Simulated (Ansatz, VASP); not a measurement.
# Two plane-wave programs on PbO

```xyz
4
Lattice="3.8933 0.0000 0.0000 0.0000 3.8933 0.0000 0.0000 0.0000 4.9195" Properties=species:S:1:pos:R:3 pbc="T T T"
Pb    0.0000    1.9466    1.1566
Pb    1.9466    0.0000    3.7629
O     0.0000    0.0000    0.0000
O     1.9466    1.9466    0.0000
```

Change from the starting cell: volume scaled by 0.94, PAW files.

Alike in both runs: task electric field gradients; functional LDA; k mesh 7 × 7 × 6; occupations fermi-dirac, width 0.03 eV; no spin polarisation.

|  | VASP | Ansatz |
| --- | --- | --- |
| version | VASP 6.6.1 | Ansatz 0.2.0 |
| potentials or method | VASP PAW LDA potentials, release 64 (Pb_d, O) | PAW with Ansatz's default frozen-core files, scalar-relativistic |
| plane-wave cutoff (eV) | 520 | 420 |
| valence electrons in the cell | 40 | 40 |

VASP gave:

| Quantity | Value |
| --- | --- |
| gap on the k mesh at the Fermi level (eV) | 1.35 |
| pressure (GPa) | 4.3 |
| traceless stress, the component that is largest in VASP (GPa) | -0.43 |
| rms of the force components (eV/Å) | 0.337 |
| size of Vzz on the site where it differs most (V/Å²) | 246.8 |

Question: Which values does Ansatz return?

Answer: gap on the k mesh at the Fermi level (eV): 1.37; pressure (GPa): 4.0; traceless stress, the component that is largest in VASP (GPa): -0.42; rms of the force components (eV/Å): 0.302; size of Vzz on the site where it differs most (V/Å²): 239.5.

LDA's correlation is that of Perdew and Zunger in VASP and of Perdew and Wang (1992) in Ansatz. Atom by atom the forces differ by 0.035 eV/Å (rms over components).

Spin-orbit coupling is off throughout.
